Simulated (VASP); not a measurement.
Write the native input for VASP 6.6.1 that does the following.

```
Task                               : single point
Functional                         : PBE-based global hybrid with 5 % exact exchange
Potentials or basis                : VASP PAW PBE potentials, release 64 (Zr_sv, O)
Cutoff                             : 520 eV
k mesh                             : 4 × 4 × 4
Occupations                        : gaussian, width 0.01 eV
Spin                               : no spin polarisation
Dipole correction                  : no
Grid for exact exchange (PRECFOCK) : Normal
Share of exact exchange            : 0.05
Further INCAR settings             : ALGO = Normal; EDIFF = 1e-06; NBANDS = 19
```

ZrO2:

```
Zr O
1.0
     0.00000    2.53500    2.53500
     2.53500    0.00000    2.53500
     2.53500    2.53500    0.00000
Zr O
1 2
Direct
  0.00000 0.00000 0.00000
  0.25000 0.25000 0.25000
  0.75000 0.75000 0.75000
```

One way to write it, as run:

POSCAR

```
ZrO2
1.0
    0.0000000000      2.5350000000      2.5350000000
    2.5350000000      0.0000000000      2.5350000000
    2.5350000000      2.5350000000      0.0000000000
Zr O
1 2
Direct
    0.0000000000      0.0000000000      0.0000000000
    0.2500000000      0.2500000000      0.2500000000
    0.7500000000      0.7500000000      0.7500000000
```

INCAR.step1

```
PREC     = Accurate       # precision mode
ENCUT    = 520            # plane-wave cutoff, eV
EDIFF    = 1E-5           # SCF threshold, eV
ISMEAR   = 0              # smearing method
SIGMA    = 0.01           # smearing width, eV
LREAL    = F              # projectors in reciprocal space
LASPH    = T              # aspherical terms in the spheres
NELM     = 120            # most SCF steps
ALGO     = Normal         # electronic algorithm
ISIF     = 2              # what is computed and relaxed
LWAVE    = T              # write WAVECAR
LCHARG   = F              # write CHGCAR
NBANDS   = 19             # bands
GGA      = PE             # functional
GGA_COMPAT= F
```

INCAR.step2

```
PREC     = Accurate       # precision mode
ENCUT    = 520            # plane-wave cutoff, eV
EDIFF    = 1E-6           # SCF threshold, eV
ISMEAR   = 0              # smearing method
SIGMA    = 0.01           # smearing width, eV
LREAL    = F              # projectors in reciprocal space
LASPH    = T              # aspherical terms in the spheres
NELM     = 120            # most SCF steps
ALGO     = Normal         # electronic algorithm
ISIF     = 2              # what is computed and relaxed
LWAVE    = F              # write WAVECAR
LCHARG   = F              # write CHGCAR
GGA      = PE             # functional
LHFCALC  = T              # exact exchange
AEXX     = 0.05           # exact-exchange fraction
PRECFOCK = Normal       
NBANDS   = 19             # bands
ISTART   = 1            
GGA_COMPAT= F
```

KPOINTS

```
regular mesh
0
Gamma
  4 4 4
```

Potentials or basis: VASP PAW PBE potentials, release 64 (Zr_sv, O).

The run is started by

```bash
$ cat potpaw_PBE.64/Zr_sv/POTCAR potpaw_PBE.64/O/POTCAR > POTCAR
$ cp INCAR.step1 INCAR
$ mpirun -np 1 vasp_std > vasp.out
$ cp INCAR.step2 INCAR
$ mpirun -np 1 vasp_std > vasp.out
```

Results of the run:

| Item | Value |
| --- | --- |
| Pressure | 5.7 GPa |
| Band gap on the k mesh | 3.85 eV (least direct gap 4.30 eV) |

Caveat: the k points lie up to 0.54 Å⁻¹ apart; the PAW data sets were made with another functional, which shifts forces and pressure a little.

Wall time 6.2 min on 1 thread of Intel Xeon 8259CL (shared host), peak memory 0.17 GiB.
